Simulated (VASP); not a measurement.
# Zr2SiO4 in VASP: single point with PBE+D3(BJ)

Aim: the single point of Zr2SiO4 with PBE+D3(BJ).

Everything below comes from runs of VASP 6.6.1. Logs are shortened: lines on timing, memory, paths and dates and some standing lists are left out, and cuts for length are marked.

### 1 The cell of the first run

The cell holds a slab with vacuum, 7 atoms: a = 3.597 Å, b = 3.597 Å, c = 21.373 Å, α = 90.00°, β = 90.00°, γ = 120.00°.

### 2 Single point, PBE+D3(BJ), collinear spin

INCAR

```
SYSTEM = Zr2SiO4
  PREC = Accurate
  ENCUT = 520
  EDIFF = 1E-6
  ISMEAR = 0
  SIGMA = 0.05
  LREAL = .False.
  LASPH = .True.
  NELM = 200
  ALGO = Normal
  ISIF = 2
  LWAVE = .False.
  LCHARG = .False.
  ISPIN = 2
  MAGMOM = 0 0 0 0 0 0 2
  LORBIT = 11
  LMAXMIX = 4
  LDIPOL = .True.
  IDIPOL = 3
  DIPOL = 0.5 0.5 0.323
  GGA = PE
  IVDW = 12
  NBANDS = 39
  GGA_COMPAT = .False.
  NELMDL = -8
```

KPOINTS

```
Automatic mesh
0
Gamma
  9 9 1
  0 0 0
```

POSCAR

```
Zr2SiO4
1.0
    3.5974414580      0.0000000000      0.0000000000
   -1.7987207290      3.1154756913      0.0000000000
    0.0000000000      0.0000000000     21.3728427344
O Zr Si
4 2 1
Direct
    0.0000000000      0.0000000000      0.1871533913
    0.3333333333      0.6666666667      0.2558690668
    0.6666666667      0.3333333333      0.3197992968
    0.0000000000      0.0000000000      0.3917514782
    0.6666666667      0.3333333333      0.2215112290
    0.3333333333      0.6666666667      0.3546358399
    0.3333333333      0.1666666667      0.5321165217
```

Potentials or basis: VASP PAW PBE potentials, release 64 (O, Zr_sv, Si).

Run with:

```console
$ cat potpaw_PBE.64/O/POTCAR potpaw_PBE.64/Zr_sv/POTCAR potpaw_PBE.64/Si/POTCAR > POTCAR
$ mpirun -np 1 vasp_std > vasp.out
```

OUTCAR:

```text
SYSTEM = Zr2SiO4
   PREC = Accurate
   ENCUT = 520
   EDIFF = 1E-6
   ISMEAR = 0
   LREAL = .False.
   LASPH = .True.
   NELM = 200
   ISIF = 2
   ISPIN = 2
   LORBIT = 11
   GGA = PE
   IVDW = 12
   NELMDL = -8
 IVDW          = 12

 ion  position               nearest neighbor table
   1  0.000  0.000  0.187-   5 2.20   5 2.20   5 2.20
   2  0.333  0.667  0.256-   6 2.11   5 2.20   5 2.20   5 2.20
   3  0.667  0.333  0.320-   5 2.10   6 2.21   6 2.21   6 2.21
   4  0.000  0.000  0.392-   6 2.22   6 2.22   6 2.22
   5  0.667  0.333  0.222-   3 2.10   1 2.20   1 2.20   1 2.20   2 2.20   2 2.20   2 2.20   6 3.52
                             6 3.52   6 3.52
   6  0.333  0.667  0.355-   2 2.11   3 2.21   3 2.21   3 2.21   4 2.22   4 2.22   4 2.22   5 3.52
                             5 3.52   5 3.52
   7  0.333  0.167  0.532-

  LATTYP: Found a hexagonal cell.
 ALAT       =     3.5974414580
 C/A-ratio  =     5.9411231521

  Lattice vectors:

 A1 = (   3.5974414580,   0.0000000000,   0.0000000000)
 A2 = (  -1.7987207290,   3.1154756913,   0.0000000000)
 A3 = (   0.0000000000,   0.0000000000,  21.3728427344)

Analysis of symmetry for initial positions (statically):
=====================================================================
 Subroutine PRICEL returns:
 Original cell was already a primitive cell.

 Routine SETGRP: Setting up the symmetry group for a
 hexagonal supercell.

 Subroutine GETGRP returns: Found  2 space group operations
 (whereof  2 operations were pure point group operations)
 out of a pool of 24 trial point group operations.

The static configuration has the point symmetry C_1h.

Analysis of symmetry for dynamics (positions and initial velocities):
=====================================================================
 Subroutine PRICEL returns:
 Original cell was already a primitive cell.

 Routine SETGRP: Setting up the symmetry group for a
 hexagonal supercell.

 Subroutine GETGRP returns: Found  2 space group operations
 (whereof  2 operations were pure point group operations)
 out of a pool of 24 trial point group operations.

The dynamic configuration has the point symmetry C_1h.

Analysis of structural, dynamic, and magnetic symmetry:
=====================================================================
 Subroutine PRICEL returns:
 Original cell was already a primitive cell.

 Routine SETGRP: Setting up the symmetry group for a
 hexagonal supercell.

 Subroutine GETGRP returns: Found  2 space group operations
 (whereof  2 operations were pure point group operations)
 out of a pool of 24 trial point group operations.

The overall configuration has the point symmetry C_1h.

 Subroutine INISYM returns: Found  2 space group operations
[... 156 lines left out ...]
  energy without entropy =      -58.65078245  energy(sigma->0) =      -58.65218471

 E-fermi :   0.7016     XC(G=0):  -5.1711

 val. band max:        0.6986299851   @ k =  -0.1111   0.3333   0.0000
 cond. band min:       0.7148599311   @ k =   0.4444   0.3333   0.0000
 fundamental gap:      0.0162299460
 Fermi energy:         0.7015852297

 spin component 1

 k-point     1 :       0.0000    0.0000    0.0000
  band No.  band energies     occupation
      1     -50.0438      1.00000
      2     -49.9932      1.00000
      3     -28.4831      1.00000
      4     -28.0332      1.00000
      5     -27.8702      1.00000
      6     -27.8689      1.00000
[... 973 lines left out ...]
     37       5.0813      0.00000
     38       5.4845      0.00000

 [... further k-points ...]

 spin component 2

 k-point     1 :       0.0000    0.0000    0.0000
  band No.  band energies     occupation
      1     -50.0424      1.00000
      2     -49.9930      1.00000
      3     -28.4820      1.00000
      4     -28.0321      1.00000
      5     -27.8688      1.00000
      6     -27.8676      1.00000
[... 973 lines left out ...]
     37       5.0852      0.00000
     38       5.4880      0.00000

 [... further k-points ...]

 [bands above 38 left out]

------------------------ aborting loop because EDIFF is reached ----------------------------------------

 vacuum level on the upper side and lower side of the slab       (xc-potential included)         0.141        -0.597

 Edisp (eV)   -1.39188

 E8    (eV) :    -0.6098

  FORCE on cell =-STRESS in cart. coord.  units (eV):
  Direction    XX          YY          ZZ          XY          YZ          ZX
  --------------------------------------------------------------------------------------
  -------------------------------------------------------------------------------------
  Total      -8.97962    -8.94717    -0.05792    -0.02810    -0.12488    -0.21630
  in kB     -60.06037   -59.84332    -0.38743    -0.18797    -0.83528    -1.44674
  external pressure =      -40.10 kB  Pullay stress =        0.00 kB

 VOLUME and BASIS-vectors are now :
 -----------------------------------------------------------------------------
  energy-cutoff  :      520.00
  volume of cell :      239.54
      direct lattice vectors                 reciprocal lattice vectors
     3.597441458  0.000000000  0.000000000     0.277975337  0.160489135  0.000000000
    -1.798720729  3.115475691  0.000000000     0.000000000  0.320978271  0.000000000
     0.000000000  0.000000000 21.372842734     0.000000000  0.000000000  0.046788348

 POSITION                                       TOTAL-FORCE (eV/Angst)
 -----------------------------------------------------------------------------------
      0.00000      0.00000      4.00000        -0.000296     -0.000171     -0.592420
     -0.00000      2.07698      5.46865         0.001418      0.000819      0.248938
      1.79872      1.03849      6.83502         0.018842      0.010879      0.028722
      0.00000      0.00000      8.37284         0.076378      0.044097     -0.059621
      1.79872      1.03849      4.73432         0.000914      0.000528      0.262598
     -0.00000      2.07698      7.57958        -0.029265     -0.016896      0.299956
      0.89936      0.51925     11.37284        -0.067991     -0.039255     -0.188174
 -----------------------------------------------------------------------------------
    total drift:                                0.000086      0.000050      0.000455

  FREE ENERGIE OF THE ION-ELECTRON SYSTEM (eV)
  ---------------------------------------------------
  free  energy   TOTEN  =       -60.0454702748 eV

  energy  without entropy=      -60.0426657715  energy(sigma->0) =      -60.04406802

 vacuum level on the upper side and lower side of the slab         4.937         4.190

 total charge

# of ion       s       p       d       tot
------------------------------------------
    1        1.560   3.459   0.000   5.019
    2        1.567   3.548   0.000   5.115
    3        1.567   3.546   0.000   5.113
    4        1.563   3.437   0.000   5.001
    5        2.169   6.038   1.324   9.531
    6        2.166   6.035   1.304   9.506
    7        0.950   0.493   0.000   1.443
--------------------------------------------------
tot         11.542  26.557   2.628  40.727

 magnetization (x)

# of ion       s       p       d       tot
------------------------------------------
    1       -0.000   0.000   0.000   0.000
    2        0.000   0.000   0.000   0.000
    3        0.000   0.000   0.000   0.000
    4        0.000   0.003   0.000   0.004
    5        0.000   0.000   0.000   0.000
    6       -0.000   0.000   0.002   0.002
    7        0.006   0.060   0.000   0.067
--------------------------------------------------
tot          0.007   0.064   0.002   0.073
```

stdout:

```text
POSCAR found type information on POSCAR O ZrSi
 POSCAR found :  3 types and       7 ions
 scaLAPACK will be used
 LDA part: xc-table for (Slater+PW92), standard interpolation
 POSCAR, INCAR and KPOINTS ok, starting setup
 FFT: planning ... GRIDC
 FFT: planning ... GRID_SOFT
 FFT: planning ... GRID
 WAVECAR not read
 entering main loop
```

Wall time 34 min (1 thread of Oxide Virtual Turin-like, shared host); peak memory 0.64 GiB.

What came out:

| Quantity | Value |
| --- | --- |
| Free energy | -60.0455 eV |
| Largest force | 0.592 eV/Å |
| Net moment | 0.23 μB per cell |
| Site moments | O +0.00; Zr +0.00; Si +0.07 μB |
| Valence electrons inside the program's atomic spheres | O 5.02, 5.12, 5.11, 5.00; Zr 9.53, 9.51; Si 1.44 |
| Dispersion energy per atom | -0.199 eV |

Forces in eV/Å, atoms in the order of the input:
```
O    0.000  0.000 -0.592
O    0.001  0.001  0.249
O    0.019  0.011  0.029
O    0.076  0.044 -0.060
Zr   0.001  0.001  0.263
Zr  -0.029 -0.017  0.300
Si  -0.068 -0.039 -0.188
```

Levels at points of the mesh, in eV from the Fermi level:
Spin up:
```csv
k point,band 22,band 23,band 24,band 25,band 26,band 27,band 28,band 29,band 30,band 31
"(0.00, 0.00, 0.00)",-3.65,-3.64,-3.21,-3.21,-0.87,1.00,1.01,1.41,1.41,2.35
```
Spin down:
```tsv
k point	band 23	band 24	band 25	band 26	band 27	band 28	band 29	band 30
(0.00, 0.00, 0.00)	-3.64	-3.21	-3.20	-0.68	1.00	1.01	1.41	1.41
```
